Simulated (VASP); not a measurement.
Input of a VASP 6.6.1 run:

File INCAR:

```
PREC = Accurate
ENCUT = 520
EDIFF = 1E-6
ISMEAR = 0
SIGMA = 0.05
LREAL = False
LASPH = True
NELM = 80
ALGO = Normal
ISIF = 2
LWAVE = False
LCHARG = True
GGA = PE
LELF = True
LVHAR = True
NBANDS = 59
```

KPOINTS

```
Automatic mesh
0
Gamma
  1 1 12
```

The input POSCAR:

```
Sn3H4
1.0
   16.5000000000      0.0000000000      0.0000000000
    0.0000000000     16.3000000000      0.0000000000
    0.0000000000      0.0000000000      4.7059097305
Sn H
6 8
Direct
    0.5000000000      0.4557563414      0.0000000000
    0.6427991090      0.5527486428      0.0000000000
    0.3421170126      0.6479026328      0.5000000000
    0.5000000000      0.3576413643      0.5000000000
    0.6578829874      0.6479026328      0.5000000000
    0.3572008910      0.5527486428      0.0000000000
    0.7229058468      0.4835132491      0.0000000000
    0.4170245959      0.7222799767      0.5000000000
    0.2499939715      0.6990692124      0.5000000000
    0.4158183658      0.2939829628      0.5000000000
    0.5841816342      0.2939829628      0.5000000000
    0.5829754041      0.7222799767      0.5000000000
    0.7500060285      0.6990692124      0.5000000000
    0.2770941532      0.4835132491      0.0000000000
```

Potentials or basis: VASP PAW PBE potentials, release 64 (Sn_d, H).

The run is started by

```sh
$ cat potpaw_PBE.64/Sn_d/POTCAR potpaw_PBE.64/H/POTCAR > POTCAR
$ mpirun -np 1 vasp_std > vasp.out
```

**Question.** Estimate the largest force.

**Answer.** 0.041 eV/Å.

**Question.** What does it give for the band gap on the k mesh?

**Answer.** 1.56 eV, direct.

Forces on the atoms (eV/Å):
```
Sn   0.000 -0.007  0.000
Sn   0.019 -0.014  0.000
Sn  -0.004  0.041  0.000
Sn   0.000 -0.021  0.000
Sn   0.004  0.041  0.000
Sn  -0.019 -0.014  0.000
H   -0.016  0.013  0.000
H   -0.028 -0.023  0.000
H    0.030 -0.014  0.000
H    0.013  0.012  0.000
H   -0.013  0.012  0.000
H    0.028 -0.023  0.000
H   -0.030 -0.014  0.000
H    0.016  0.013  0.000
```

Caveat: spin-orbit coupling is left out, which moves the levels of the heavy elements.
